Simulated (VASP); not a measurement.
Write the native input for VASP 6.6.1 that does the following.

| Property | Result |
| --- | --- |
| Task | single point |
| Functional | PBEsol |
| Potentials or basis | VASP PAW PBE potentials, release 64 (Cd, In_d, O) |
| Cutoff | 600 eV |
| k mesh | 4 × 4 × 4 |
| Occupations | fermi-dirac, width 0.02 eV |
| Spin | no spin polarisation |
| Dipole correction | no |
| Further INCAR settings | ALGO = Normal; EDIFF = 1e-06; NBANDS = 75 |

The structure of CdIn2O4 lies in POSCAR:

```
CdIn2O4
1.0
    0.0000000000      4.5954577823      4.5954577823
    4.5954577823      0.0000000000      4.5954577823
    4.5954577823      4.5954577823      0.0000000000
Cd In O
2 4 8
Direct
    0.0000000000      0.0000000000      0.0000000000
    0.2500000000      0.2500000000      0.2500000000
    0.6250000000      0.6250000000      0.6250000000
    0.1250000000      0.6250000000      0.6250000000
    0.6250000000      0.6250000000      0.1250000000
    0.6250000000      0.1250000000      0.6250000000
    0.8622634521      0.8622634521      0.8622634521
    0.8367903562      0.3877365479      0.3877365479
    0.8622634521      0.8622634521      0.4132096438
    0.3877365479      0.8367903562      0.3877365479
    0.4132096438      0.8622634521      0.8622634521
    0.3877365479      0.3877365479      0.3877365479
    0.8622634521      0.4132096438      0.8622634521
    0.3877365479      0.3877365479      0.8367903562
```

The input as run:

INCAR

```
PREC = Accurate
ENCUT = 600
EDIFF = 1E-6
ISMEAR = -1
SIGMA = 0.02
LREAL = F
LASPH = T
NELM = 120
ALGO = Normal
ISIF = 2
LWAVE = F
LCHARG = F
GGA = PS
NBANDS = 75
GGA_COMPAT = F
```

KPOINTS

```
Automatic mesh
0
Gamma
  4 4 4
```

Potentials or basis: VASP PAW PBE potentials, release 64 (Cd, In_d, O).

Run with:

```bash
$ cat potpaw_PBE.64/Cd/POTCAR potpaw_PBE.64/In_d/POTCAR potpaw_PBE.64/O/POTCAR > POTCAR
$ mpirun -np 1 vasp_std > vasp.out
```

It gave:

```
Pressure               : 0.6 GPa
Largest force          : 0.038 eV/Å
Band gap on the k mesh : 0.97 eV (least direct gap 1.03 eV)
```

Caveat: the PAW data sets were made with another functional, which shifts forces and pressure a little; spin-orbit coupling is left out, which moves the levels of the heavy elements.

Wall time 2.8 min on 1 thread of Intel(R) Xeon(R) 6975P-C (Granite Rapids) (shared host), peak memory 0.44 GiB.
